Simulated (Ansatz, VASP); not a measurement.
## One calculation of F, two programs

Contents of POSCAR:

```
F
1.0
    2.9375407162     -1.6934194167     -0.1275859897
    2.9375407162      1.6934194167     -0.1275859897
   -1.9806375287      0.0000000000      7.1113263377
F
4
Direct
    0.0779843973      0.0779843973      0.0949060498
    0.9220156027      0.9220156027      0.9050939502
    0.4995074289      0.4995074289      0.5957930447
    0.5004925711      0.5004925711      0.4042069553
```

File INCAR.step1:

```
ALGO = Normal ; EDIFF = 1E-4
ENCUT = 520 ; GGA = PE
ISMEAR = 0 ; LASPH = True
LCHARG = False ; LREAL = False
LWAVE = True ; NBANDS = 22
NELM = 60 ; PREC = Accurate
SIGMA = 0.02
```

File INCAR.step2:

```
ALGO = Normal ; EDIFF = 1E-6
ENCUT = 520 ; ISIF = 2
ISMEAR = 0 ; ISTART = 1
LASPH = True ; LCHARG = True
LELF = True ; LMIXTAU = True
LREAL = False ; LVHAR = True
LWAVE = False ; METAGGA = R2SCAN
NBANDS = 22 ; NELM = 60
PREC = Accurate ; SIGMA = 0.02
```

KPOINTS

```
k-points
0
Gamma
  8 8 4
```

Input for Ansatz:

```yaml
crystal:
  lattice:
    - [2.9375407162, -1.6934194167, -0.1275859897]
    - [2.9375407162, 1.6934194167, -0.1275859897]
    - [-1.9806375287, 0.0, 7.1113263377]
  atoms:
    - { symbol: F, position: [0.0779843973, 0.0779843973, 0.0949060498] }
    - { symbol: F, position: [0.9220156027, 0.9220156027, 0.9050939502] }
    - { symbol: F, position: [0.4995074289, 0.4995074289, 0.5957930447] }
    - { symbol: F, position: [0.5004925711, 0.5004925711, 0.4042069553] }
basis:
  ecutwfc: 500
kpoints:
  mp_grid: { grid: [8, 8, 4] }
  band_path:
    path:
      - [[0.0, 0.0, 0.0], [-0.34173164, 0.34173164, 0.0]]
      - [[-0.65826836, -0.34173164, 0.0], [-0.5, -0.5, 0.0], [0.0, 0.0, 0.0], [-0.5, -0.5, 0.5], [-0.68091097, -0.31908903, 0.5]]
      - [[-0.31908903, 0.31908903, 0.5], [0.0, 0.0, 0.5], [0.0, 0.0, 0.0]]
      - [[-0.5, 0.0, 0.5], [0.0, 0.0, 0.0], [-0.5, 0.0, 0.0]]
    npoints: 14
hamiltonian:
  xc: r2scan
scf:
  occupations: { method: gaussian, width: 0.02 }
output:
  forces: true
  stress: true
  eigenvalues: true
  populations: true
  dos: { projected: true, de: 0.02, nscf_kmesh: { grid: [12, 12, 6] } }
  bader: true
```

Alike in both runs: task single point; functional r2SCAN; k mesh 8 × 8 × 4; occupations gaussian, width 0.02 eV; no spin polarisation.

|  | VASP | Ansatz |
| --- | --- | --- |
| version | VASP 6.6.1 | Ansatz 0.2.0 |
| potentials or method | VASP PAW PBE potentials, release 64 (F), cutoff 520 eV | scalar-relativistic, plane waves, PAW |
| valence electrons in the cell | 28 | 28 |

Ansatz gave:

```
gap on the k mesh at the Fermi level (eV)                     : 3.73
least direct gap on the mesh (eV)                             : 3.79
pressure (GPa)                                                : -1.9
traceless stress, the component that is largest in VASP (GPa) : -2.21
rms of the force components (eV/Å)                            : 0.368
```

**Question.** Estimate VASP's values.

**Answer.** gap on the k mesh at the Fermi level (eV): 3.65; least direct gap on the mesh (eV): 3.71; pressure (GPa): -1.3; traceless stress, the component that is largest in VASP (GPa): -0.30; rms of the force components (eV/Å): 0.062.

VASP's potentials were made for PBE, not for r2SCAN. Atom by atom the forces differ by 0.306 eV/Å (rms over components). One of these differences is far larger than is usual between the two programs; its cause wasn't traced. The functional is the same, so the differences come from potentials, cutoffs and numerics.
